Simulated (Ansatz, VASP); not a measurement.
CsH in VASP and in Ansatz

```
CELL_PARAMETERS angstrom
0.00000 3.68028 2.39218
3.68028 0.00000 2.39218
3.68028 3.68028 0.00000
ATOMIC_POSITIONS crystal
Cs 0.00000 0.00000 0.00000
H 0.50000 0.50000 0.50000
```

Alike in both runs: task single point; functional r2SCAN; k mesh 8 × 8 × 8; occupations gaussian, width 0.05 eV; no spin polarisation.

|  | VASP | Ansatz |
| --- | --- | --- |
| version | VASP 6.6.1 | Ansatz 0.2.0 |
| potentials or method | VASP PAW PBE potentials, release 64 (Cs_sv, H), cutoff 520 eV | scalar-relativistic, plane waves, PAW |
| valence electrons in the cell | 10 | 10 |

```tsv
	VASP	Ansatz	Ansatz less VASP
gap on the k mesh at the Fermi level (eV)	1.25	1.30	+0.050
least direct gap on the mesh (eV)	1.25	1.30	+0.050
pressure (GPa)	6.3	6.1	-0.16
traceless stress, the component that is largest in VASP (GPa)	14.91	14.55	-0.355
```

VASP's potentials were made for PBE, not for r2SCAN.

Neither program's run includes spin-orbit coupling.
